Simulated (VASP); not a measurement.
# Sb (P6_3/mmc) in VASP: further runs

Runs on Sb. Level: PBEsol. Tasks: relaxation of cell and atoms, single point.

Program: VASP 6.6.1. These are calculated values, not measurements. Logs are shortened: lines on timing, memory, paths and dates and some standing lists are left out, and cuts for length are marked.

### Step 1. The cell of the first run

It takes space group P6_3/mmc (No. 194, hexagonal). The conventional cell has a = 3.375 Å, b = 3.375 Å, c = 5.511 Å, α = 90.00°, β = 90.00°, γ = 120.00°. Within 4.4 Å of Sb (site symmetry -6m2) lie 12 Sb at 3.37 Å.

This isn't the form of Sb at room conditions, which is rhombohedral.

### Step 2. Relaxation of cell and atoms, PBEsol

Input file INCAR:

```
SYSTEM = Sb
PREC = Accurate
ENCUT = 600
EDIFF = 1E-7
ISMEAR = -1
SIGMA = 0.1
LREAL = .False.
LASPH = .True.
NELM = 100
ALGO = Normal
ISIF = 3
LWAVE = .False.
LCHARG = .False.
GGA = PS
IBRION = 2
NSW = 80
EDIFFG = -0.01
```

Input file KPOINTS:

```
regular mesh
0
Gamma
  11 11 6
  0 0 0
```

Input file POSCAR:

```
Sb
1.0
    3.3749600568      0.0000000000      0.0000000000
   -1.6874800284      2.9228011460      0.0000000000
    0.0000000000      0.0000000000      5.5113097728
Sb
2
Direct
    0.3333333333      0.6666666667      0.2500000000
    0.6666666667      0.3333333333      0.7500000000
```

Potentials or basis: VASP PAW PBE potentials, release 64 (Sb).

The run is started by

```
> cat potpaw_PBE.64/Sb/POTCAR > POTCAR
> mpirun -np 1 vasp_std > vasp.out
```

OUTCAR:

```text
SYSTEM = Sb
   PREC = Accurate
   ENCUT = 600
   EDIFF = 1E-7
   ISMEAR = -1
   LREAL = .False.
   LASPH = .True.
   NELM = 100
   ISIF = 3
   GGA = PS
   IBRION = 2
   NSW = 80
   EDIFFG = -0.01

 ion  position               nearest neighbor table
   1  0.333  0.667  0.250-   2 3.37   2 3.37   2 3.37   2 3.37   2 3.37   2 3.37
   2  0.667  0.333  0.750-   1 3.37   1 3.37   1 3.37   1 3.37   1 3.37   1 3.37

  LATTYP: Found a hexagonal cell.
 ALAT       =     3.3749600568
 C/A-ratio  =     1.6330000000

  Lattice vectors:

 A1 = (   3.3749600568,   0.0000000000,   0.0000000000)
 A2 = (  -1.6874800284,   2.9228011460,   0.0000000000)
 A3 = (   0.0000000000,   0.0000000000,   5.5113097728)

Analysis of symmetry for initial positions (statically):
=====================================================================
 Subroutine PRICEL returns:
 Original cell was already a primitive cell.

 Routine SETGRP: Setting up the symmetry group for a
 hexagonal supercell.

 Subroutine GETGRP returns: Found 24 space group operations
 (whereof 12 operations were pure point group operations)
 out of a pool of 24 trial point group operations.

The static configuration has the point symmetry D_3d.
 The point group associated with its full space group is D_6h.

Analysis of symmetry for dynamics (positions and initial velocities):
=====================================================================
 Subroutine PRICEL returns:
 Original cell was already a primitive cell.

 Routine SETGRP: Setting up the symmetry group for a
 hexagonal supercell.

 Subroutine GETGRP returns: Found 24 space group operations
 (whereof 12 operations were pure point group operations)
 out of a pool of 24 trial point group operations.

The dynamic configuration has the point symmetry D_3d.
 The point group associated with its full space group is D_6h.

 Subroutine INISYM returns: Found 24 space group operations
 (whereof 12 operations are pure point group operations),
 and found     1 'primitive' translations

----------------------------------------------------------------------------------------

                                     Primitive cell

  volume of cell :      54.3654

  direct lattice vectors                    reciprocal lattice vectors
     3.374960057  0.000000000  0.000000000     0.296299803  0.171068771  0.000000000
    -1.687480028  2.922801146  0.000000000     0.000000000  0.342137542  0.000000000
     0.000000000  0.000000000  5.511309773     0.000000000  0.000000000  0.181445072

  length of vectors
     3.374960057  3.374960057  5.511309773     0.342137542  0.342137542  0.181445072

  position of ions in fractional coordinates (direct lattice)
     0.333333333  0.666666667  0.250000000
     0.666666667  0.333333333  0.750000000

  ion indices of the primitive-cell ions
   primitive index   ion index
                 1           1
                 2           2

----------------------------------------------------------------------------------------

 KPOINTS: regular mesh

Automatic generation of k-mesh.
 Grid dimensions read from file:
 generate k-points for:   11   11    6

 Generating k-lattice:

  Cartesian coordinates                     Fractional coordinates (reciprocal lattice)
     0.026936346  0.015551706  0.000000000     0.090909091  0.000000000  0.000000000
     0.000000000  0.031103413  0.000000000     0.000000000  0.090909091  0.000000000
     0.000000000  0.000000000  0.030240845     0.000000000  0.000000000  0.166666667

  Length of vectors
     0.031103413  0.031103413  0.030240845

  Shift w.r.t. Gamma in fractional coordinates (k-lattice)
     0.000000000  0.000000000  0.000000000

 Subroutine IBZKPT returns following result:
 ===========================================

 Found     64 irreducible k-points:

 Following reciprocal coordinates:
            Coordinates               Weight
  0.000000  0.000000  0.000000      1.000000
  0.090909  0.000000  0.000000      6.000000
  0.181818  0.000000  0.000000      6.000000
  0.272727  0.000000  0.000000      6.000000
  0.363636  0.000000  0.000000      6.000000
  0.454545 -0.000000  0.000000      6.000000
[... 16 lines left out ...]
  0.090909  0.090909  0.166667     12.000000
  0.181818  0.090909  0.166667     24.000000
 [... further k-points ...]
   k-points           NKPTS =     64   k-points in BZ     NKDIM =     64   number of bands    NBANDS=      9
   number of dos      NEDOS =    301   number of ions     NIONS =      2
   total plane-waves  NPLWV =  37632
   dimension x,y,z NGX =    28 NGY =   28 NGZ =   48
   dimension x,y,z NGXF=    56 NGYF=   56 NGZF=   96
   ions per type =               2
   NGX,Y,Z   is equivalent  to a cutoff of  13.79, 13.79, 14.48 a.u.
   NGXF,Y,Z  is equivalent  to a cutoff of  27.58, 27.58, 28.96 a.u.
 SYSTEM =  Sb
   PREC   = accura    normal or accurate (medium, high low for compatibility)
   ISTART =      0    job   : 0-new  1-cont  2-samecut
   ICHARG =      2    charge: 1-file 2-atom 10-const
   ISPIN  =      1    spin polarized calculation?
   LNONCOLLINEAR =      F non collinear calculations
   LSORBIT =      F    spin-orbit coupling
   LASPH  =      T    aspherical Exc in radial PAW
   ENCUT  =  600.0 eV  44.10 Ry    6.64 a.u.   6.74  6.74 11.01*2*pi/ulx,y,z
   NELM   =    100;   NELMIN=  2; NELMDL= -5     # of ELM steps
   EDIFF  = 0.1E-06   stopping-criterion for ELM
   LREAL  =      F    real-space projection
   EDIFFG = -.1E-01   stopping-criterion for IOM
   NSW    =     80    number of steps for IOM
   IBRION =      2    ionic relax: 0-MD 1-quasi-New 2-CG
   NFREE  =      1    steps in history (QN), initial steepest desc. (CG)
   ISIF   =      3    stress and relaxation
   ISYM   =      2    0-nonsym 1-usesym 2-fastsym
   POTIM  = 0.5000    time-step for ionic-motion
   TEBEG  =    0.0;   TEEND  =   0.0 temperature during run
   PSTRESS=    0.0 pullay stress
   NELECT =      10.0000    total number of electrons
   NUPDOWN=      -1.0000    fix difference up-down
   EMIN   =  10.00;   EMAX   =-10.00  energy-range for DOS
   EFERMI =   0.00;   METHOD = LEGACY
   ISMEAR =    -1;   SIGMA  =   0.10  broadening in eV -4-tet -1-fermi 0-gaus
   EFERMI_NEDOS =   21; number of points for ismear=-14 and -15
   IALGO  =     38    algorithm
   IMIX   =      4    mixing-type and parameters
     AMIX     =   0.40;   BMIX     =  1.00
     AMIX_MAG =   1.60;   BMIX_MAG =  1.00
  volume/ion in A,a.u.               =      27.18       183.44
  Fermi-wavevector in a.u.,A,eV,Ry     =   0.931038  1.759406 11.793954  0.866831
  Thomas-Fermi vector in A             =   2.057489
   LORBIT       =      0    0 simple, 1 ext, 2 COOP (PROOUT), +10 PAW based schemes
   GGA     = PS    functional components
   LHFCALC =     F    Hartree Fock is set to
   AEXX    =    0.0000 exact exchange contribution
   IVDW    =     0    specifies the selected vdW correction
   LEPSILON=     F    determine dielectric tensor
   LRPA    =     F    only Hartree local field effects (RPA)
 conjugate gradient relaxation of ions
 non-spin polarized calculation
  energy-cutoff  :      600.00
  volume of cell :       54.37
 maximum number of plane-waves:      1834
 NGX is ok and might be reduce to    28
   NGX = 13   NGY = 13   NGZ = 23

--------------------------------------- Ionic step        1  -------------------------------------------

 number of electron      10.0000000 magnetization

 Free energy of the ion-electron system (eV)
  ---------------------------------------------------
  ext. energy  EPLUGINS =         0.00000000
  ---------------------------------------------------
  free energy    TOTEN  =        -8.69625206 eV

  energy without entropy =       -8.66191774  energy(sigma->0) =       -8.67908490

------------------------ aborting loop because EDIFF is reached ----------------------------------------

  FORCE on cell =-STRESS in cart. coord.  units (eV):
  Direction    XX          YY          ZZ          XY          YZ          ZX
  --------------------------------------------------------------------------------------
  -------------------------------------------------------------------------------------
  Total       -0.9648405     -0.9648405     -0.6701393      0.0000000     -0.0000000      0.0000000
  in kB      -28.4343547    -28.4343547    -19.7493569      0.0000000     -0.0000000      0.0000000
  external PRESSURE =     -25.5393555 kB  Pullay stress =       0.0000000 kB
[... 129 lines left out ...]
  energy  without entropy=       -8.6842124045  energy(sigma->0) =       -8.69994131

--------------------------------------- Ionic step        5  -------------------------------------------

 number of electron      10.0000000 magnetization

 Free energy of the ion-electron system (eV)
  ---------------------------------------------------
  ext. energy  EPLUGINS =         0.00000000
  ---------------------------------------------------
  free energy    TOTEN  =        -8.71576960 eV

  energy without entropy =       -8.68419629  energy(sigma->0) =       -8.69998295

 E-fermi :   8.8537     XC(G=0): -10.4705

 val. band max:        8.7502556768   @ k =   0.1818   0.0000   0.0000
 cond. band min:       8.8731520721   @ k =   0.4545  -0.0000   0.3333
 fundamental gap:      0.1228963953
 Fermi energy:         8.8536969534

 k-point     1 :       0.0000    0.0000    0.0000
  band No.  band energies     occupation
      1      -4.3940      2.00000
      2      -0.5758      2.00000
      3       2.7448      2.00000
      4      12.6646      0.00000
      5      12.6646      0.00000
      6      14.2472      0.00000
      7      14.3008      0.00000
      8      14.3008      0.00000
      9      16.8164      0.00000
[... 265 lines left out ...]
 k-point    24 :       0.1818    0.0909    0.1667
  band No.  band energies     occupation
      1      -3.2037      2.00000
      2      -0.2329      2.00000
      3       4.6320      2.00000
      4       7.7231      1.99998
      5       9.2875      0.02579
      6      10.6668      0.00000
      7      12.3548      0.00000
      8      12.9285      0.00000
      9      15.9158      0.00000

 [... further k-points ...]

------------------------ aborting loop because EDIFF is reached ----------------------------------------

  FORCE on cell =-STRESS in cart. coord.  units (eV):
  Direction    XX          YY          ZZ          XY          YZ          ZX
  --------------------------------------------------------------------------------------
  -------------------------------------------------------------------------------------
  Total        0.0024320      0.0024320      0.0067101      0.0000000     -0.0000000      0.0000000
  in kB        0.0746993      0.0746993      0.2060997      0.0000000     -0.0000000      0.0000000
  external PRESSURE =       0.1184994 kB  Pullay stress =       0.0000000 kB
[... 17 lines left out ...]
  FREE ENERGIE OF THE ION-ELECTRON SYSTEM (eV)
  ---------------------------------------------------
  free  energy   TOTEN  =        -8.7157695996 eV

  energy  without entropy=       -8.6841962947  energy(sigma->0) =       -8.69998295

 reached required accuracy - stopping structural energy minimisation
```

Run time: 56 s. Hardware: 1 thread of AMD EPYC 9R45 (Zen 5), shared host; peak memory 0.19 GiB.

What came out:

* Free energy: -8.7158 eV
* Relaxed volume: 26.08 Å³/atom
* Relaxed cell: a = 3.315 Å, b = 3.315 Å, c = 5.480 Å, α = 90.00°, β = 90.00°, γ = 120.00°
* Space group after relaxing (to 0.1 Å): P6_3/mmc (No. 194)
* Energy gained by relaxing: 9.8 meV/atom
* Ionic steps: 5
* Pressure after relaxing: 0.0 GPa
* Band gap on the k mesh: zero (bands 5 and 6 overlap by 7.63 eV)

Step by step:
| step | energy change (eV) | largest force (eV/Å) | pressure (GPa) | volume (Å³) |
| --- | --- | --- | --- | --- |
| 1 | 0.0000 | 0.0000 | -2.55 | 54.37 |
| 2 | -0.0138 | 0.0000 | 1.59 | 51.03 |
| 3 | -0.0190 | 0.0000 | 0.05 | 52.13 |
| 4 | -0.0194 | 0.0000 | 0.02 | 52.15 |
| 5 | -0.0195 | 0.0000 | 0.01 | 52.16 |

Final structure:
```yaml
crystal:
  lattice:
    - [3.31520, 0.00000, 0.00000]
    - [-1.65760, 2.87105, 0.00000]
    - [0.00000, 0.00000, 5.48039]
  atoms:
    - { symbol: Sb, position: [0.33333, 0.66667, 0.25000] }
    - { symbol: Sb, position: [0.66667, 0.33333, 0.75000] }
```

Levels at points of the mesh, in eV from the Fermi level:
```
           k point  band 3  band 4  band 5  band 6  band 7  band 8
(0.00, 0.00, 0.00)   -6.11    3.81    3.81    5.39    5.45    5.45
(0.00, 0.00, 0.50)   -1.02   -1.02    4.62    4.62    4.62    4.62
```

Caveat: the PAW data sets were made with another functional, which shifts forces and pressure a little; spin-orbit coupling is left out, which moves the levels of the heavy elements.

(Continued in part 2 of 2.)

The gap in the log of VASP goes by the Fermi energy; the results here count the filled bands.